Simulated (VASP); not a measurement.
# Zr3TiC4 (Pm-3m) in VASP: notebook

The runs below take Zr3TiC4 through single point, with PBE.

Program: VASP 6.6.1. These are calculated values, not measurements. Logs are shortened: lines on timing, memory, paths and dates and some standing lists are left out, and cuts for length are marked.

### 1 The cell of the first run

It takes space group Pm-3m (No. 221, cubic). Conventional cell: a = 4.631 Å, b = 4.631 Å, c = 4.631 Å, α = 90.00°, β = 90.00°, γ = 90.00°. Within 3.1 Å of Zr (site symmetry 4/mmm) lie 6 C at 2.32 Å. Within 3.1 Å of Ti (site symmetry m-3m) lie 6 C at 2.32 Å. C (site symmetry m-3m) has 6 Zr at 2.32 Å within 3.1 Å. Within 3.1 Å of C (site symmetry 4/mmm) lie 4 Zr at 2.32 Å and 2 Ti at 2.32 Å.

### 2 Single point, PBE

Input file INCAR:

```
PREC = Accurate ; ENCUT = 520
EDIFF = 1E-6 ; ISMEAR = 0
SIGMA = 0.1 ; LREAL = F
LASPH = T ; NELM = 60
ALGO = Normal ; ISIF = 2
LWAVE = F ; LCHARG = F
GGA = PE ; NBANDS = 42
```

Input file KPOINTS:

```
Automatic mesh
0
Gamma
  4 4 4
```

Input file POSCAR:

```
Zr3TiC4
1.0
    4.6313394000      0.0000000000      0.0000000000
    0.0000000000      4.6313394000      0.0000000000
    0.0000000000      0.0000000000      4.6313394000
Zr Ti C
3 1 4
Direct
    0.5000000000      0.0000000000      0.5000000000
    0.0000000000      0.5000000000      0.5000000000
    0.5000000000      0.5000000000      0.0000000000
    0.0000000000      0.0000000000      0.0000000000
    0.5000000000      0.5000000000      0.5000000000
    0.0000000000      0.5000000000      0.0000000000
    0.5000000000      0.0000000000      0.0000000000
    0.0000000000      0.0000000000      0.5000000000
```

Potentials or basis: VASP PAW PBE potentials, release 64 (Zr_sv, Ti_sv, C).

Run with:

```sh
> cat potpaw_PBE.64/Zr_sv/POTCAR potpaw_PBE.64/Ti_sv/POTCAR potpaw_PBE.64/C/POTCAR > POTCAR
> mpirun -np 1 vasp_std > vasp.out
```

OUTCAR:

```text
PREC = Accurate
   ENCUT = 520
   EDIFF = 1E-6
   ISMEAR = 0
   LREAL = F
   LASPH = T
   NELM = 60
   ISIF = 2
   GGA = PE

 ion  position               nearest neighbor table
   1  0.500  0.000  0.500-   5 2.32   7 2.32   8 2.32   7 2.32   5 2.32   8 2.32   3 3.27   4 3.27
                             2 3.27   2 3.27   3 3.27   3 3.27   3 3.27   2 3.27   4 3.27   4 3.27
   2  0.000  0.500  0.500-   5 2.32   6 2.32   8 2.32   6 2.32   8 2.32   5 2.32   3 3.27   4 3.27
                             1 3.27   1 3.27   4 3.27   3 3.27   4 3.27   1 3.27   3 3.27   4 3.27
   3  0.500  0.500  0.000-   5 2.32   6 2.32   7 2.32   5 2.32   7 2.32   6 2.32   1 3.27   2 3.27
                             1 3.27   1 3.27   4 3.27   2 3.27   1 3.27   2 3.27   4 3.27   4 3.27
   4  0.000  0.000  0.000-   6 2.32   7 2.32   8 2.32   8 2.32   6 2.32   7 2.32   1 3.27   2 3.27
                             1 3.27   2 3.27   3 3.27   2 3.27   2 3.27   1 3.27   3 3.27   3 3.27
   5  0.500  0.500  0.500-   1 2.32   2 2.32   3 2.32   3 2.32   1 2.32   2 2.32
   6  0.000  0.500  0.000-   2 2.32   3 2.32   4 2.32   2 2.32   4 2.32   3 2.32
   7  0.500  0.000  0.000-   1 2.32   3 2.32   4 2.32   1 2.32   3 2.32   4 2.32
   8  0.000  0.000  0.500-   1 2.32   2 2.32   4 2.32   4 2.32   2 2.32   1 2.32

  LATTYP: Found a simple cubic cell.
 ALAT       =     4.6313394000

  Lattice vectors:

 A1 = (   4.6313394000,   0.0000000000,   0.0000000000)
 A2 = (   0.0000000000,   4.6313394000,   0.0000000000)
 A3 = (   0.0000000000,   0.0000000000,   4.6313394000)

Analysis of symmetry for initial positions (statically):
=====================================================================
 Subroutine PRICEL returns:
 Original cell was already a primitive cell.

 Routine SETGRP: Setting up the symmetry group for a
 simple cubic supercell.

 Subroutine GETGRP returns: Found 48 space group operations
 (whereof 48 operations were pure point group operations)
 out of a pool of 48 trial point group operations.

The static configuration has the point symmetry O_h .

Analysis of symmetry for dynamics (positions and initial velocities):
=====================================================================
 Subroutine PRICEL returns:
 Original cell was already a primitive cell.

 Routine SETGRP: Setting up the symmetry group for a
 simple cubic supercell.

 Subroutine GETGRP returns: Found 48 space group operations
 (whereof 48 operations were pure point group operations)
 out of a pool of 48 trial point group operations.

The dynamic configuration has the point symmetry O_h .

 Subroutine INISYM returns: Found 48 space group operations
 (whereof 48 operations are pure point group operations),
 and found     1 'primitive' translations

----------------------------------------------------------------------------------------

                                     Primitive cell

  volume of cell :      99.3390

  direct lattice vectors                    reciprocal lattice vectors
     4.631339400  0.000000000  0.000000000     0.215920258  0.000000000  0.000000000
     0.000000000  4.631339400  0.000000000     0.000000000  0.215920258  0.000000000
     0.000000000  0.000000000  4.631339400     0.000000000  0.000000000  0.215920258

  length of vectors
     4.631339400  4.631339400  4.631339400     0.215920258  0.215920258  0.215920258

  position of ions in fractional coordinates (direct lattice)
     0.500000000  0.000000000  0.500000000
     0.000000000  0.500000000  0.500000000
     0.500000000  0.500000000  0.000000000
     0.000000000  0.000000000  0.000000000
     0.500000000  0.500000000  0.500000000
     0.000000000  0.500000000  0.000000000
     0.500000000  0.000000000  0.000000000
     0.000000000  0.000000000  0.500000000

  ion indices of the primitive-cell ions
   primitive index   ion index
                 1           1
                 2           2
                 3           3
                 4           4
                 5           5
                 6           6
                 7           7
                 8           8

----------------------------------------------------------------------------------------

 KPOINTS: Automatic mesh

Automatic generation of k-mesh.
 Grid dimensions read from file:
 generate k-points for:    4    4    4

 Generating k-lattice:

  Cartesian coordinates                     Fractional coordinates (reciprocal lattice)
     0.053980065  0.000000000  0.000000000     0.250000000  0.000000000  0.000000000
     0.000000000  0.053980065  0.000000000     0.000000000  0.250000000  0.000000000
     0.000000000  0.000000000  0.053980065     0.000000000  0.000000000  0.250000000

  Length of vectors
     0.053980065  0.053980065  0.053980065

  Shift w.r.t. Gamma in fractional coordinates (k-lattice)
     0.000000000  0.000000000  0.000000000

 Subroutine IBZKPT returns following result:
 ===========================================

 Found     10 irreducible k-points:

 Following reciprocal coordinates:
            Coordinates               Weight
  0.000000  0.000000  0.000000      1.000000
  0.250000  0.000000  0.000000      6.000000
  0.500000  0.000000  0.000000      3.000000
  0.250000  0.250000  0.000000     12.000000
  0.500000  0.250000  0.000000     12.000000
  0.500000  0.500000  0.000000      3.000000
  0.250000  0.250000  0.250000      8.000000
  0.500000  0.250000  0.250000     12.000000
  0.500000  0.500000  0.250000      6.000000
  0.500000  0.500000  0.500000      1.000000
   k-points           NKPTS =     10   k-points in BZ     NKDIM =     10   number of bands    NBANDS=     42
   number of dos      NEDOS =    301   number of ions     NIONS =      8
   total plane-waves  NPLWV =  46656
   dimension x,y,z NGX =    36 NGY =   36 NGZ =   36
   dimension x,y,z NGXF=    72 NGYF=   72 NGZF=   72
   ions per type =               3   1   4
   NGX,Y,Z   is equivalent  to a cutoff of  12.92, 12.92, 12.92 a.u.
   NGXF,Y,Z  is equivalent  to a cutoff of  25.85, 25.85, 25.85 a.u.
 SYSTEM =  unknown system
   PREC   = accura    normal or accurate (medium, high low for compatibility)
   ISTART =      0    job   : 0-new  1-cont  2-samecut
   ICHARG =      2    charge: 1-file 2-atom 10-const
   ISPIN  =      1    spin polarized calculation?
   LNONCOLLINEAR =      F non collinear calculations
   LSORBIT =      F    spin-orbit coupling
   LASPH  =      T    aspherical Exc in radial PAW
   ENCUT  =  520.0 eV  38.22 Ry    6.18 a.u.   8.61  8.61  8.61*2*pi/ulx,y,z
   NELM   =     60;   NELMIN=  2; NELMDL= -5     # of ELM steps
   EDIFF  = 0.1E-05   stopping-criterion for ELM
   LREAL  =      F    real-space projection
   EDIFFG = 0.1E-04   stopping-criterion for IOM
   NSW    =      0    number of steps for IOM
   IBRION =     -1    ionic relax: 0-MD 1-quasi-New 2-CG
   NFREE  =      0    steps in history (QN), initial steepest desc. (CG)
   ISIF   =      2    stress and relaxation
   ISYM   =      2    0-nonsym 1-usesym 2-fastsym
   POTIM  = 0.5000    time-step for ionic-motion
   TEBEG  =    0.0;   TEEND  =   0.0 temperature during run
   PSTRESS=    0.0 pullay stress
   NELECT =      64.0000    total number of electrons
   NUPDOWN=      -1.0000    fix difference up-down
   EMIN   =  10.00;   EMAX   =-10.00  energy-range for DOS
   EFERMI =   0.00;   METHOD = LEGACY
   ISMEAR =     0;   SIGMA  =   0.10  broadening in eV -4-tet -1-fermi 0-gaus
   EFERMI_NEDOS =   21; number of points for ismear=-14 and -15
   IALGO  =     38    algorithm
   IMIX   =      4    mixing-type and parameters
     AMIX     =   0.40;   BMIX     =  1.00
     AMIX_MAG =   1.60;   BMIX_MAG =  1.00
  volume/ion in A,a.u.               =      12.42        83.80
  Fermi-wavevector in a.u.,A,eV,Ry     =   1.413931  2.671942 27.200779  1.999201
  Thomas-Fermi vector in A             =   2.535526
   LORBIT       =      0    0 simple, 1 ext, 2 COOP (PROOUT), +10 PAW based schemes
   GGA     = PE    functional components
   LHFCALC =     F    Hartree Fock is set to
   AEXX    =    0.0000 exact exchange contribution
   IVDW    =     0    specifies the selected vdW correction
   LEPSILON=     F    determine dielectric tensor
   LRPA    =     F    only Hartree local field effects (RPA)
 non-spin polarized calculation
 Gauss-broadening in eV      SIGMA  =   0.10
  energy-cutoff  :      520.00
  volume of cell :       99.34
 maximum number of plane-waves:      2721
 NGX is ok and might be reduce to    36
   NGX = 17   NGY = 17   NGZ = 17

 number of electron      64.0000004 magnetization

 Free energy of the ion-electron system (eV)
  ---------------------------------------------------
  ext. energy  EPLUGINS =         0.00000000
  ---------------------------------------------------
  free energy    TOTEN  =       -76.67736307 eV

  energy without entropy =      -76.66135814  energy(sigma->0) =      -76.66936060

 E-fermi :   9.3560     XC(G=0): -12.1927

 val. band max:        9.3150432192   @ k =   0.0000   0.0000   0.0000
 cond. band min:       9.3755396129   @ k =   0.2500   0.0000   0.0000
 fundamental gap:      0.0604963937
 Fermi energy:         9.3559672632

 k-point     1 :       0.0000    0.0000    0.0000
  band No.  band energies     occupation
      1     -47.6393      2.00000
      2     -38.5157      2.00000
      3     -38.3928      2.00000
      4     -38.3928      2.00000
      5     -23.8680      2.00000
      6     -23.8680      2.00000
[... 34 lines left out ...]
     41      13.2152      0.00000
     42      13.2152      0.00000

 k-point     2 :       0.2500    0.0000    0.0000
  band No.  band energies     occupation
      1     -47.6392      2.00000
      2     -38.5002      2.00000
      3     -38.4085      2.00000
      4     -38.3926      2.00000
      5     -23.8683      2.00000
      6     -23.8674      2.00000
[... 349 lines left out ...]
     41      13.7756      0.00000
     42      14.5063      0.00000

 k-point    10 :       0.5000    0.5000    0.5000
  band No.  band energies     occupation
      1     -47.6391      2.00000
      2     -38.4332      2.00000
      3     -38.4332      2.00000
      4     -38.4332      2.00000
      5     -23.8719      2.00000
      6     -23.8719      2.00000
[... 34 lines left out ...]
     41      14.8525      0.00000
     42      14.8562      0.00000

------------------------ aborting loop because EDIFF is reached ----------------------------------------

  FORCE on cell =-STRESS in cart. coord.  units (eV):
  Direction    XX          YY          ZZ          XY          YZ          ZX
  --------------------------------------------------------------------------------------
  -------------------------------------------------------------------------------------
  Total        0.0638805      0.0638805      0.0638805      0.0000000     -0.0000000      0.0000000
  in kB        1.0302890      1.0302890      1.0302890      0.0000000     -0.0000000      0.0000000
  external PRESSURE =       1.0302890 kB  Pullay stress =       0.0000000 kB

 VOLUME and BASIS-vectors are now :
 -----------------------------------------------------------------------------
  energy-cutoff  :      520.00
  volume of cell :       99.34
      direct lattice vectors                 reciprocal lattice vectors
     4.631339400  0.000000000  0.000000000     0.215920258  0.000000000  0.000000000
     0.000000000  4.631339400  0.000000000     0.000000000  0.215920258  0.000000000
     0.000000000  0.000000000  4.631339400     0.000000000  0.000000000  0.215920258

 POSITION                                       TOTAL-FORCE (eV/Angst)
 -----------------------------------------------------------------------------------
      2.31567      0.00000      2.31567         0.000000      0.000000      0.000000
      0.00000      2.31567      2.31567         0.000000      0.000000      0.000000
      2.31567      2.31567      0.00000         0.000000      0.000000      0.000000
      0.00000      0.00000      0.00000         0.000000      0.000000      0.000000
      2.31567      2.31567      2.31567         0.000000      0.000000      0.000000
      0.00000      2.31567      0.00000         0.000000      0.000000      0.000000
      2.31567      0.00000      0.00000         0.000000      0.000000      0.000000
      0.00000      0.00000      2.31567         0.000000      0.000000      0.000000
 -----------------------------------------------------------------------------------
    total drift:                                0.000000      0.000000      0.000000

  FREE ENERGIE OF THE ION-ELECTRON SYSTEM (eV)
  ---------------------------------------------------
  free  energy   TOTEN  =       -76.6773630652 eV

  energy  without entropy=      -76.6613581406  energy(sigma->0) =      -76.66936060
```

It took 45 s on 1 thread of Intel Xeon 6975P-C (Granite Rapids), shared host; peak memory 0.21 GiB.

What came out:

* Free energy: -76.6774 eV
* Pressure: 0.1 GPa
* Band gap on the k mesh: zero (bands 32 and 33 overlap by 0.57 eV)

Levels at points of the mesh, in eV from the Fermi level:
```tsv
k point	band 29	band 30	band 31	band 32	band 33	band 34	band 35	band 36
(0.00, 0.00, 0.00)	-0.04	0.29	0.29	0.29	0.95	0.95	0.95	1.12
(0.50, 0.00, 0.00)	-0.55	-0.49	-0.33	-0.33	-0.28	-0.28	2.17	2.46
(0.50, 0.50, 0.00)	-2.15	-2.15	-2.00	-2.00	2.07	2.07	2.65	3.06
(0.50, 0.50, 0.50)	-2.90	-2.90	-2.49	-2.49	2.57	2.57	2.57	4.32
```

[end of part 1 of 2]
